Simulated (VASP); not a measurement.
Set up this calculation in VASP 6.6.1, as the native input.

| Item | Value |
| --- | --- |
| Task | single point |
| Functional | PBE |
| Dispersion | D3(BJ) |
| Potentials or basis | VASP PAW PBE potentials, release 64 (B, P) |
| Cutoff | 500 eV |
| k mesh | 10 × 10 × 10 |
| Occupations | gaussian, width 0.02 eV |
| Spin | no spin polarisation |
| Dipole correction | no |
| Further INCAR settings | ALGO = Normal; EDIFF = 1e-06; NBANDS = 11 |

The structure of BP lies in POSCAR:

```
BP
1.0
    0.0000000000      2.2536458900      2.2536458900
    2.2536458900      0.0000000000      2.2536458900
    2.2536458900      2.2536458900      0.0000000000
B P
1 1
Direct
    0.0000000000      0.0000000000      0.0000000000
    0.7500000000      0.7500000000      0.7500000000
```

The input as run:

INCAR

```
PREC = Accurate
ENCUT = 500
EDIFF = 1E-6
ISMEAR = 0
SIGMA = 0.02
LREAL = F
LASPH = T
NELM = 120
ALGO = Normal
ISIF = 2
LWAVE = F
LCHARG = F
GGA = PE
IVDW = 12
NBANDS = 11
GGA_COMPAT = F
```

KPOINTS

```
regular mesh
0
Gamma
  10 10 10
```

Potentials or basis: VASP PAW PBE potentials, release 64 (B, P).

Command:

```console
$ cat potpaw_PBE.64/B/POTCAR potpaw_PBE.64/P/POTCAR > POTCAR
$ mpirun -np 1 vasp_std > vasp.out
```

Results of the run:

- Pressure: -0.2 GPa
- Band gap on the k mesh: 1.21 eV, indirect (least direct gap 3.43 eV)
- Dispersion energy per atom: -0.330 eV

It took 12 s on 1 thread of Intel Xeon 8259CL, on a shared host, peak memory 0.15 GiB.
